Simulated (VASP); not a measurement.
A run of VASP 6.6.1 is set up as follows.

The input INCAR:

```
PREC = Accurate
ENCUT = 520
EDIFF = 1E-6
ISMEAR = -1
SIGMA = 0.1
LREAL = F
LASPH = T
NELM = 60
ALGO = Normal
ISIF = 2
LWAVE = F
LCHARG = T
LDIPOL = T
IDIPOL = 3
DIPOL = 0.5 0.5 0.500
GGA = CA
LELF = T
LVHAR = T
LVACPOTAV = T
NBANDS = 33
```

Contents of KPOINTS:

```
regular mesh
0
Gamma
  13 13 1
```

Contents of POSCAR:

```
Pt
1.0
    2.7543088548      0.0000000000      0.0000000000
    0.0000000000      2.7543088548      0.0000000000
    0.0000000000      0.0000000000     23.7904000000
Pt
5
Direct
    0.0000000000      0.0000000000      0.3389327928
    0.5000000000      0.5000000000      0.4185299866
    0.0000000000      0.0000000000      0.4999999999
    0.5000000000      0.5000000000      0.5814700133
    0.0000000000      0.0000000000      0.6610672075
```

Potentials or basis: VASP PAW LDA potentials, release 64 (Pt).

Command:

```bash
$ cat potpaw_LDA.64/Pt/POTCAR > POTCAR
$ mpirun -np 1 vasp_std > vasp.out
```

(1) Predict the largest force.

(2) Predict the band gap on the k mesh.

Results:

(1) 0.045 eV/Å.

(2) zero (band 25 reaches 2.04 eV, above the bottom of band 26 at 0.62 eV).

Caveat: spin-orbit coupling is left out, which moves the levels of the heavy elements.
